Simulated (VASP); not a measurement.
# BaTiO3 (R3m) in VASP: single point with PBE+U

Aim: the single point of BaTiO3 with PBE+U.

Program: VASP 6.6.1. These are calculated values, not measurements. Logs are shortened: lines on timing, memory, paths and dates and some standing lists are left out, and cuts for length are marked.

## (1) The cell of the first run

Symmetry: R3m, No. 160, trigonal system. Conventional cell: a = 5.721 Å, b = 5.721 Å, c = 7.038 Å, α = 90.00°, β = 90.00°, γ = 120.00°. Ba (site symmetry 3m) has 12 O at 2.80 to 2.94 Å and 8 Ti at 3.45 to 3.59 Å within 3.7 Å. Within 2.5 Å of Ti (site symmetry 3m) lie 6 O at 1.91 to 2.15 Å. Within 2.5 Å of O (site symmetry m) lie 2 Ti at 1.91 to 2.15 Å. Within 2.5 Å of O (site symmetry m) lie 2 Ti at 1.91 to 2.15 Å.

## (2) Single point, PBE+U

Contents of INCAR:

```
SYSTEM = BaTiO3
  PREC = Accurate
  ENCUT = 520
  EDIFF = 1E-6
  ISMEAR = 0
  SIGMA = 0.05
  LREAL = .FALSE.
  LASPH = .TRUE.
  NELM = 150
  ALGO = Normal
  ISIF = 2
  LWAVE = .FALSE.
  LCHARG = .FALSE.
  LMAXMIX = 4
  LDAU = .TRUE.
  LDAUTYPE = 2
  LDAUL = -1 2 -1
  LDAUU = 0 4 0
  LDAUJ = 0 0 0
  LDAUPRINT = 1
  GGA = PE
  NBANDS = 51
```

Contents of KPOINTS:

```
regular mesh
0
G
  6 6 4
  0 0 0
```

Contents of POSCAR:

```
BaTiO3
1.0
    2.8603720851      1.6514365933      2.3460535783
   -2.8603720851      1.6514365933      2.3460535783
    0.0000000000     -6.6057463733      4.6921071566
Ba Ti O
2 2 6
Direct
    0.0026800181      0.0026800181      0.0013400090
    0.0026800181      0.0026800181      0.5013400090
    0.5127992509      0.5127992509      0.2563996255
    0.5127992509      0.5127992509      0.7563996255
    0.4903227049      0.4903227049      0.4912876606
    0.4903227049      0.4903227049      0.9912876606
    0.4903227049      0.9825753212      0.2451613525
    0.4903227049      0.9825753212      0.7451613525
    0.9825753212      0.4903227049      0.2451613525
    0.9825753212      0.4903227049      0.7451613525
```

Potentials or basis: VASP PAW PBE potentials, release 64 (Ba_sv, Ti_sv, O).

Command:

```
cat potpaw_PBE.64/Ba_sv/POTCAR potpaw_PBE.64/Ti_sv/POTCAR potpaw_PBE.64/O/POTCAR > POTCAR
mpirun -np 1 vasp_std > vasp.out
```

OUTCAR:

```text
SYSTEM = BaTiO3
   PREC = Accurate
   ENCUT = 520
   EDIFF = 1E-6
   ISMEAR = 0
   LREAL = .FALSE.
   LASPH = .TRUE.
   NELM = 150
   ISIF = 2
   GGA = PE

 ion  position               nearest neighbor table
   1  0.003  0.003  0.001-   6 2.80   7 2.80   9 2.80   8 2.86  10 2.86   6 2.86   6 2.86   9 2.86
                             7 2.86  10 2.94   8 2.94   6 2.94   4 3.45   4 3.48   4 3.48   3 3.48
   2  0.003  0.003  0.501-   5 2.80   8 2.80  10 2.80   9 2.86   7 2.86   5 2.86   5 2.86  10 2.86
                             8 2.86   7 2.94   9 2.94   5 2.94   3 3.45   3 3.48   3 3.48   4 3.48
   3  0.513  0.513  0.256-   5 1.91   7 1.91   9 1.91   7 2.15   9 2.15   6 2.15   2 3.45   2 3.48
                             2 3.48   1 3.48   2 3.53   1 3.53   1 3.53   1 3.59
   4  0.513  0.513  0.756-   6 1.91   8 1.91  10 1.91   8 2.15  10 2.15   5 2.15   1 3.45   1 3.48
                             1 3.48   2 3.48   1 3.53   2 3.53   2 3.53   2 3.59
   5  0.490  0.490  0.491-   3 1.91   4 2.15   2 2.80   2 2.86   2 2.86   2 2.94
   6  0.490  0.490  0.991-   4 1.91   3 2.15   1 2.80   1 2.86   1 2.86   1 2.94
   7  0.490  0.983  0.245-   3 1.91   3 2.15   1 2.80   2 2.86   1 2.86   2 2.94
   8  0.490  0.983  0.745-   4 1.91   4 2.15   2 2.80   1 2.86   2 2.86   1 2.94
   9  0.983  0.490  0.245-   3 1.91   3 2.15   1 2.80   2 2.86   1 2.86   2 2.94
  10  0.983  0.490  0.745-   4 1.91   4 2.15   2 2.80   1 2.86   2 2.86   1 2.94

  LATTYP: Found a base centered monoclinic cell.
 ALAT       =     5.7380171537
 B/A-ratio  =     0.9969897296
 C/A-ratio  =     1.4120865841
 COS(beta)  =    -0.0042571605

  Lattice vectors:

 A1 = (  -2.8603720851,  -1.6514365933,  -2.3460535783)
 A2 = (   2.8603720851,  -1.6514365933,  -2.3460535783)
 A3 = (   0.0000000000,  -6.6057463733,   4.6921071566)

Analysis of symmetry for initial positions (statically):
=====================================================================
 Subroutine PRICEL returns following result:

  LATTYP: Found a trigonal (rhomboedric) cell.
 ALAT       =     4.0512885208
 COS(alpha) =     0.0030148013

  Lattice vectors:

 A1 = (   2.8603720851,   1.6514365933,   2.3460535783)
 A2 = (  -2.8603720851,   1.6514365933,   2.3460535783)
[... 240 lines left out ...]
  o =  0.1084  v =  0.0000  0.0000  0.0000  0.0000  0.0000  0.0000 -0.0031  1.0000  0.0000  0.0039      0.0000  0.0000  0.0000  0.0000  0.0000  0.0000  0.0000  0.0000  0.0000  0.0000
  o =  0.1101  v =  0.0000  0.0000  0.0000  0.0000  0.0000 -0.7850  0.0000  0.0000  0.6195 -0.0000      0.0000  0.0000  0.0000  0.0000  0.0000  0.0000  0.0000  0.0000  0.0000  0.0000
  o =  0.1101  v = -0.7850  0.0000  0.0000  0.6195 -0.0000  0.0000  0.0000  0.0000  0.0000  0.0000      0.0000  0.0000  0.0000  0.0000  0.0000  0.0000  0.0000  0.0000  0.0000  0.0000
  o =  0.1101  v =  0.0000  0.0000  0.0000  0.0000  0.0000  0.0000  0.6195  0.0050  0.0000 -0.7850      0.0000  0.0000  0.0000  0.0000  0.0000  0.0000  0.0000  0.0000  0.0000  0.0000
  o =  0.1101  v =  0.0000  0.6195  0.0050  0.0000 -0.7850  0.0000  0.0000  0.0000  0.0000  0.0000      0.0000  0.0000  0.0000  0.0000  0.0000  0.0000  0.0000  0.0000  0.0000  0.0000
  o =  0.2391  v =  0.6195  0.0000  0.0000  0.7850 -0.0000  0.0000  0.0000  0.0000  0.0000  0.0000      0.0000  0.0000  0.0000  0.0000  0.0000  0.0000  0.0000  0.0000  0.0000  0.0000
  o =  0.2391  v =  0.0000  0.0000  0.0000  0.0000  0.0000  0.6195  0.0000  0.0000  0.7850 -0.0000      0.0000  0.0000  0.0000  0.0000  0.0000  0.0000  0.0000  0.0000  0.0000  0.0000
  o =  0.2391  v =  0.0000 -0.7850  0.0000  0.0000 -0.6195  0.0000  0.0000  0.0000  0.0000  0.0000      0.0000  0.0000  0.0000  0.0000  0.0000  0.0000  0.0000  0.0000  0.0000  0.0000
  o =  0.2391  v =  0.0000  0.0000  0.0000  0.0000  0.0000  0.0000 -0.7850  0.0000  0.0000 -0.6195      0.0000  0.0000  0.0000  0.0000  0.0000  0.0000  0.0000  0.0000  0.0000  0.0000

 number of electron      80.0000015 magnetization

 Free energy of the ion-electron system (eV)
  ---------------------------------------------------
  ext. energy  EPLUGINS =         0.00000000
  ---------------------------------------------------
  free energy    TOTEN  =       -74.61416627 eV

  energy without entropy =      -74.61416627  energy(sigma->0) =      -74.61416627

 E-fermi :   3.9496     XC(G=0): -11.0620

 val. band max:        3.6468384963   @ k =   0.5000   0.5000  -0.0000
 cond. band min:       6.2661631475   @ k =   0.0000   0.0000   0.0000
 fundamental gap:      2.6193246513
 Fermi energy:         3.9496214616

 k-point     1 :       0.0000    0.0000    0.0000
  band No.  band energies     occupation
      1     -53.9426      2.00000
      2     -53.9419      2.00000
      3     -30.1577      2.00000
      4     -30.1265      2.00000
      5     -30.1207      2.00000
      6     -30.1156      2.00000
[... 1285 lines left out ...]
     50       9.7432      0.00000
     51       9.7882      0.00000

 [... further k-points ...]

------------------------ aborting loop because EDIFF is reached ----------------------------------------

  FORCE on cell =-STRESS in cart. coord.  units (eV):
  Direction    XX          YY          ZZ          XY          YZ          ZX
  --------------------------------------------------------------------------------------
  -------------------------------------------------------------------------------------
  Total        3.0022407      3.0018773      2.6287859      0.0000000      0.0000560      0.0000000
  in kB       36.1703309     36.1659528     31.6710299      0.0000000      0.0006748      0.0000000
  external PRESSURE =      34.6691045 kB  Pullay stress =       0.0000000 kB

 VOLUME and BASIS-vectors are now :
 -----------------------------------------------------------------------------
  energy-cutoff  :      520.00
  volume of cell :      132.99
      direct lattice vectors                 reciprocal lattice vectors
     2.860372085  1.651436593  2.346053578     0.174802433  0.100922232  0.142082575
    -2.860372085  1.651436593  2.346053578    -0.174802433  0.100922232  0.142082575
     0.000000000 -6.605746373  4.692107157     0.000000000 -0.100922232  0.071041287

 POSITION                                       TOTAL-FORCE (eV/Angst)
 -----------------------------------------------------------------------------------
      0.00000      0.00000      0.01886        -0.000000     -0.000056     -0.039215
      0.00000     -3.30287      2.36492        -0.000000     -0.000056     -0.039215
      0.00000     -0.00000      3.60916        -0.000000     -0.000702     -0.603790
      0.00000     -3.30287      5.95522        -0.000000     -0.000702     -0.603790
      0.00000     -1.62585      4.60582        -0.000000     -0.294364      0.214551
      0.00000     -4.92872      6.95187        -0.000000     -0.294364      0.214551
     -1.40803      0.81292      4.60582        -0.255556      0.147561      0.214227
     -1.40803     -2.48995      6.95187        -0.255556      0.147561      0.214227
      1.40803      0.81292      4.60582         0.255556      0.147561      0.214227
      1.40803     -2.48995      6.95187         0.255556      0.147561      0.214227
 -----------------------------------------------------------------------------------
    total drift:                               -0.000000      0.000307      0.001157

  FREE ENERGIE OF THE ION-ELECTRON SYSTEM (eV)
  ---------------------------------------------------
  free  energy   TOTEN  =       -74.6141662733 eV

  energy  without entropy=      -74.6141662733  energy(sigma->0) =      -74.61416627
```

stdout:

```text
POSCAR found type information on POSCAR BaTiO
 POSCAR found :  3 types and      10 ions
 scaLAPACK will be used
 LDA part: xc-table for (Slater+PW92), standard interpolation
 POSCAR, INCAR and KPOINTS ok, starting setup
 FFT: planning ... GRIDC
 FFT: planning ... GRID_SOFT
 FFT: planning ... GRID
 WAVECAR not read
 entering main loop
```

Wall time 5.2 min (1 thread of Intel Xeon Platinum 8488C (Sapphire Rapids), shared host); peak memory 0.4 GiB.

What came out:

| Quantity | Value |
| --- | --- |
| Free energy | -74.6142 eV |
| Pressure | 3.5 GPa |
| Largest force | 0.604 eV/Å |
| Band gap on the k mesh | 2.62 eV |

Forces in eV/Å, atoms in the order of the input:
```
Ba   0.000  0.000 -0.039
Ba   0.000  0.000 -0.039
Ti   0.000 -0.001 -0.604
Ti   0.000 -0.001 -0.604
O    0.000 -0.294  0.215
O    0.000 -0.294  0.215
O   -0.256  0.148  0.214
O   -0.256  0.148  0.214
O    0.256  0.148  0.214
O    0.256  0.148  0.214
```

Eigenvalues of the final occupation matrices:
| site | spin | trace | eigenvalues |
| --- | --- | --- | --- |
| site 3 d | 1 | 0.81 | 0.11 0.11 0.11 0.24 0.24 |
| site 3 d | 2 | 0.81 | 0.11 0.11 0.11 0.24 0.24 |
| site 4 d | 1 | 0.81 | 0.11 0.11 0.11 0.24 0.24 |
| site 4 d | 2 | 0.81 | 0.11 0.11 0.11 0.24 0.24 |

Caveat: the cell stands under pressure; spin-orbit coupling is left out, which moves the levels of the heavy elements. A k mesh can miss the band edges.
